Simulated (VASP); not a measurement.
A run of VASP 6.6.1 is set up as follows.

Contents of INCAR:

```
SYSTEM = Na2Zr
  ALGO = Normal
  EDIFF = 1E-7
  ENCUT = 520
  GGA = PE
  ISIF = 2
  ISMEAR = 0
  LASPH = .TRUE.
  LCHARG = .TRUE.
  LELF = .TRUE.
  LREAL = .FALSE.
  LVHAR = .TRUE.
  LWAVE = .FALSE.
  NBANDS = 20
  NELM = 60
  PREC = Accurate
  SIGMA = 0.1
```

The input KPOINTS:

```
k-points
0
G
  6 6 6
  0 0 0
```

POSCAR

```
Na2Zr
1.0
    0.0000000000      3.7675834025      3.7675834025
    3.7675834025      0.0000000000      3.7675834025
    3.7675834025      3.7675834025      0.0000000000
Na Zr
2 1
Direct
    0.2500000000      0.2500000000      0.2500000000
    0.7500000000      0.7500000000      0.7500000000
    0.0000000000      0.0000000000      0.0000000000
```

Potentials or basis: VASP PAW PBE potentials, release 64 (Na_pv, Zr_sv).

Run with:

```sh
$ cat potpaw_PBE.64/Na_pv/POTCAR potpaw_PBE.64/Zr_sv/POTCAR > POTCAR
$ mpirun -np 1 vasp_std > vasp.out
```

(1) Estimate the pressure.

(2) Estimate the band gap on the k mesh.

Results:

(1) 0.1 GPa.

(2) zero (bands 13 and 14 overlap by 0.21 eV).
